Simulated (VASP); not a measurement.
# H (P6_3/mmc) in VASP: further runs

The runs below take H through electric field gradients, with PBE.

All numbers are computed with VASP 6.6.1; they aren't measurements. Logs are shortened: lines on timing, memory, paths and dates and some standing lists are left out, and cuts for length are marked.

## Step 1: The cell of the first run

The structure is hexagonal, space group P6_3/mmc (No. 194). The conventional cell has a = 2.015 Å, b = 2.015 Å, c = 3.237 Å, α = 90.00°, β = 90.00°, γ = 120.00°. H (site symmetry -6m2) has 12 H at 1.99 to 2.01 Å within 2.6 Å.

## Step 2: Electric field gradients, PBE

Input file INCAR:

```
SYSTEM = H
ALGO     = Normal         ! electronic algorithm
EDIFF    = 1E-8           ! SCF threshold, eV
ENCUT    = 520            ! plane-wave cutoff, eV
GGA      = PE             ! functional
ISIF     = 2              ! what is computed and relaxed
ISMEAR   = -1             ! smearing method
LASPH    = .True.         ! aspherical terms in the spheres
LCHARG   = .False.        ! write CHGCAR
LEFG     = .True.       
LREAL    = .False.        ! projectors in reciprocal space
LWAVE    = .False.        ! write WAVECAR
NBANDS   = 8              ! bands
NELM     = 100            ! most SCF steps
PREC     = Accurate       ! precision mode
SIGMA    = 0.01           ! smearing width, eV
```

Input file KPOINTS:

```
k-points
0
Gamma
  13 13 7
  0 0 0
```

Input file POSCAR:

```
H
1.0
    2.0149994853      0.0000000000      0.0000000000
   -1.0074997427      1.7450407429      0.0000000000
    0.0000000000      0.0000000000      3.2370000000
H
2
Direct
    0.3333333333      0.6666666667      0.2500000000
    0.6666666667      0.3333333333      0.7500000000
```

Potentials or basis: VASP PAW PBE potentials, release 64 (H).

Command:

```sh
cat potpaw_PBE.64/H/POTCAR > POTCAR
mpirun -np 1 vasp_std > vasp.out
```

OUTCAR:

```text
SYSTEM = H
   EDIFF = 1E-8
   ENCUT = 520
   GGA = PE
   ISIF = 2
   ISMEAR = -1
   LASPH = .True.
   LREAL = .False.
   NELM = 100
   PREC = Accurate

 ion  position               nearest neighbor table
   1  0.333  0.667  0.250-
   2  0.667  0.333  0.750-

  LATTYP: Found a hexagonal cell.
 ALAT       =     2.0149994853
 C/A-ratio  =     1.6064520232

  Lattice vectors:

 A1 = (   2.0149994853,   0.0000000000,   0.0000000000)
 A2 = (  -1.0074997427,   1.7450407429,   0.0000000000)
 A3 = (   0.0000000000,   0.0000000000,   3.2370000000)

Analysis of symmetry for initial positions (statically):
=====================================================================
 Subroutine PRICEL returns:
 Original cell was already a primitive cell.

 Routine SETGRP: Setting up the symmetry group for a
 hexagonal supercell.

 Subroutine GETGRP returns: Found 24 space group operations
 (whereof 12 operations were pure point group operations)
 out of a pool of 24 trial point group operations.

The static configuration has the point symmetry D_3d.
 The point group associated with its full space group is D_6h.

Analysis of symmetry for dynamics (positions and initial velocities):
=====================================================================
 Subroutine PRICEL returns:
 Original cell was already a primitive cell.

 Routine SETGRP: Setting up the symmetry group for a
 hexagonal supercell.

 Subroutine GETGRP returns: Found 24 space group operations
 (whereof 12 operations were pure point group operations)
 out of a pool of 24 trial point group operations.

The dynamic configuration has the point symmetry D_3d.
 The point group associated with its full space group is D_6h.

 Subroutine INISYM returns: Found 24 space group operations
 (whereof 12 operations are pure point group operations),
 and found     1 'primitive' translations

----------------------------------------------------------------------------------------

                                     Primitive cell

  volume of cell :      11.3821

  direct lattice vectors                    reciprocal lattice vectors
     2.014999485  0.000000000  0.000000000     0.496278042  0.286526261  0.000000000
    -1.007499743  1.745040743  0.000000000     0.000000000  0.573052523  0.000000000
     0.000000000  0.000000000  3.237000000     0.000000000  0.000000000  0.308928020

  length of vectors
     2.014999485  2.014999485  3.237000000     0.573052523  0.573052523  0.308928020

  position of ions in fractional coordinates (direct lattice)
     0.333333333  0.666666667  0.250000000
     0.666666667  0.333333333  0.750000000

  ion indices of the primitive-cell ions
   primitive index   ion index
                 1           1
                 2           2

----------------------------------------------------------------------------------------

 KPOINTS: k-points

Automatic generation of k-mesh.
 Grid dimensions read from file:
 generate k-points for:   13   13    7

 Generating k-lattice:

  Cartesian coordinates                     Fractional coordinates (reciprocal lattice)
     0.038175234  0.022040482  0.000000000     0.076923077  0.000000000  0.000000000
     0.000000000  0.044080963  0.000000000     0.000000000  0.076923077  0.000000000
     0.000000000  0.000000000  0.044132574     0.000000000  0.000000000  0.142857143

  Length of vectors
     0.044080963  0.044080963  0.044132574

  Shift w.r.t. Gamma in fractional coordinates (k-lattice)
     0.000000000  0.000000000  0.000000000

 Subroutine IBZKPT returns following result:
 ===========================================

 Found     84 irreducible k-points:

 Following reciprocal coordinates:
            Coordinates               Weight
  0.000000  0.000000  0.000000      1.000000
  0.076923  0.000000  0.000000      6.000000
  0.153846  0.000000  0.000000      6.000000
  0.230769  0.000000  0.000000      6.000000
  0.307692  0.000000  0.000000      6.000000
  0.384615  0.000000  0.000000      6.000000
[... 16 lines left out ...]
  0.076923  0.000000  0.142857     12.000000
  0.153846  0.000000  0.142857     12.000000
 [... further k-points ...]
   k-points           NKPTS =     84   k-points in BZ     NKDIM =     84   number of bands    NBANDS=      8
   number of dos      NEDOS =    301   number of ions     NIONS =      2
   total plane-waves  NPLWV =   6144
   dimension x,y,z NGX =    16 NGY =   16 NGZ =   24
   dimension x,y,z NGXF=    32 NGYF=   32 NGZF=   48
   ions per type =               2
   NGX,Y,Z   is equivalent  to a cutoff of  13.20, 13.20, 12.33 a.u.
   NGXF,Y,Z  is equivalent  to a cutoff of  26.40, 26.40, 24.65 a.u.
 SYSTEM =  H
   PREC   = accura    normal or accurate (medium, high low for compatibility)
   ISTART =      0    job   : 0-new  1-cont  2-samecut
   ICHARG =      2    charge: 1-file 2-atom 10-const
   ISPIN  =      1    spin polarized calculation?
   LNONCOLLINEAR =      F non collinear calculations
   LSORBIT =      F    spin-orbit coupling
   LASPH  =      T    aspherical Exc in radial PAW
   ENCUT  =  520.0 eV  38.22 Ry    6.18 a.u.   3.75  3.75  6.02*2*pi/ulx,y,z
   NELM   =    100;   NELMIN=  2; NELMDL= -5     # of ELM steps
   EDIFF  = 0.1E-07   stopping-criterion for ELM
   LREAL  =      F    real-space projection
   EDIFFG = 0.1E-06   stopping-criterion for IOM
   NSW    =      0    number of steps for IOM
   IBRION =     -1    ionic relax: 0-MD 1-quasi-New 2-CG
   NFREE  =      0    steps in history (QN), initial steepest desc. (CG)
   ISIF   =      2    stress and relaxation
   ISYM   =      2    0-nonsym 1-usesym 2-fastsym
   POTIM  = 0.5000    time-step for ionic-motion
   TEBEG  =    0.0;   TEEND  =   0.0 temperature during run
   PSTRESS=    0.0 pullay stress
   NELECT =       2.0000    total number of electrons
   NUPDOWN=      -1.0000    fix difference up-down
   EMIN   =  10.00;   EMAX   =-10.00  energy-range for DOS
   EFERMI =   0.00;   METHOD = LEGACY
   ISMEAR =    -1;   SIGMA  =   0.01  broadening in eV -4-tet -1-fermi 0-gaus
   EFERMI_NEDOS =   21; number of points for ismear=-14 and -15
   IALGO  =     38    algorithm
   IMIX   =      4    mixing-type and parameters
     AMIX     =   0.40;   BMIX     =  1.00
     AMIX_MAG =   1.60;   BMIX_MAG =  1.00
  volume/ion in A,a.u.               =       5.69        38.41
  Fermi-wavevector in a.u.,A,eV,Ry     =   0.916946  1.732777 11.439642  0.840790
  Thomas-Fermi vector in A             =   2.041859
   LORBIT       =      0    0 simple, 1 ext, 2 COOP (PROOUT), +10 PAW based schemes
   GGA     = PE    functional components
   LHFCALC =     F    Hartree Fock is set to
   AEXX    =    0.0000 exact exchange contribution
   IVDW    =     0    specifies the selected vdW correction
   LEPSILON=     F    determine dielectric tensor
   LRPA    =     F    only Hartree local field effects (RPA)
 non-spin polarized calculation
  energy-cutoff  :      520.00
  volume of cell :       11.38
 maximum number of plane-waves:       318
 NGX is ok and might be reduce to    16
   NGX =  7   NGY =  7   NGZ = 13

 number of electron       1.9999999 magnetization

 Free energy of the ion-electron system (eV)
  ---------------------------------------------------
  ext. energy  EPLUGINS =         0.00000000
  ---------------------------------------------------
  free energy    TOTEN  =        -3.64733965 eV

  energy without entropy =       -3.64696325  energy(sigma->0) =       -3.64715145

 E-fermi :  -1.2625     XC(G=0):  -8.9065

 val. band max:       -1.2778995893   @ k =   0.0769   0.0769   0.1429
 cond. band min:      -1.2559473643   @ k =   0.2308   0.0769   0.2857
 fundamental gap:      0.0219522250
 Fermi energy:        -1.2625425589

 k-point     1 :       0.0000    0.0000    0.0000
  band No.  band energies     occupation
      1     -11.1501      2.00000
      2      -0.5952      0.00000
      3       7.0185      0.00000
      4      32.2030      0.00000
      5      32.7703      0.00000
      6      39.4599      0.00000
      7      39.4599      0.00000
      8      41.3975      0.00000
[... 243 lines left out ...]
 k-point    24 :       0.1538    0.0000    0.1429
  band No.  band energies     occupation
      1      -9.7765      2.00000
      2      -1.0385      0.00000
      3      10.0332      0.00000
      4      24.5943      0.00000
      5      27.9092      0.00000
      6      34.3646      0.00000
      7      35.8676      0.00000
      8      39.5693      0.00000

 [... further k-points ...]
[... 5 lines left out ...]
  --------------------------------------------------------------------------------------
  -------------------------------------------------------------------------------------
  Total       -1.6168320     -1.6168320     -1.8464439      0.0000000     -0.0000000      0.0000000
  in kB     -227.5895276   -227.5895276   -259.9102923      0.0000000     -0.0000000      0.0000000
  external PRESSURE =    -238.3631158 kB  Pullay stress =       0.0000000 kB

 VOLUME and BASIS-vectors are now :
 -----------------------------------------------------------------------------
  energy-cutoff  :      520.00
  volume of cell :       11.38
      direct lattice vectors                 reciprocal lattice vectors
     2.014999485  0.000000000  0.000000000     0.496278042  0.286526261  0.000000000
    -1.007499743  1.745040743  0.000000000     0.000000000  0.573052523  0.000000000
     0.000000000  0.000000000  3.237000000     0.000000000  0.000000000  0.308928020

 POSITION                                       TOTAL-FORCE (eV/Angst)
 -----------------------------------------------------------------------------------
     -0.00000      1.16336      0.80925        -0.000000      0.000000      0.000000
      1.00750      0.58168      2.42775         0.000000     -0.000000      0.000000
 -----------------------------------------------------------------------------------
    total drift:                               -0.000000      0.000000     -0.000000

  FREE ENERGIE OF THE ION-ELECTRON SYSTEM (eV)
  ---------------------------------------------------
  free  energy   TOTEN  =        -3.6473396509 eV

  energy  without entropy=       -3.6469632534  energy(sigma->0) =       -3.64715145

 Electric field gradients (V/A^2)
---------------------------------------------------------------------
 ion       V_xx      V_yy      V_zz      V_xy      V_xz      V_yz
---------------------------------------------------------------------
   1       0.030     0.031    -0.061     0.000     0.000    -0.000
   2       0.030     0.031    -0.061     0.000    -0.000     0.000
---------------------------------------------------------------------

 Electric field gradients after diagonalization (V/A^2)
 (convention: |V_zz| > |V_xx| > |V_yy|)
----------------------------------------------------------------------
 ion       V_xx      V_yy      V_zz     asymmetry (V_yy - V_xx)/ V_zz
----------------------------------------------------------------------
   1       0.031     0.030    -0.061       0.016
   2       0.031     0.030    -0.061       0.016
----------------------------------------------------------------------

           NMR quadrupolar parameters

 Cq : quadrupolar parameter    Cq=e*Q*V_zz/h
 eta: asymmetry parameters     (V_yy - V_xx)/ V_zz
 Q  : nuclear electric quadrupole moment in mb (millibarn)
----------------------------------------------------------------------
 ion       Cq(MHz)       eta       Q (mb)
----------------------------------------------------------------------
   1      -0.000       0.016       1.000
   2      -0.000       0.016       1.000
----------------------------------------------------------------------
```

It took 4.1 s on 1 thread of Intel Xeon Platinum 8259CL at 2.50GHz (Skylake/Cascade Lake), shared host; peak memory 0.11 GiB.

Results:

```
Free energy            : -3.6473 eV
Pressure               : -23.8 GPa
Band gap on the k mesh : zero (band 1 reaches 1.84 eV, above the bottom of band 2 at -6.80 eV)
```

Levels at points of the mesh, in eV from the Fermi level:
```
           k point  band 1  band 2  band 3  band 4  band 5  band 6
(0.00, 0.00, 0.00)   -9.89    0.67    8.28   33.47   34.03   40.72
```

Caveat: without QUAD_EFG the Cq values of the log hold for a quadrupole moment of 1 mb, not for the nuclei.

(Part 1 of 2 ends here.)
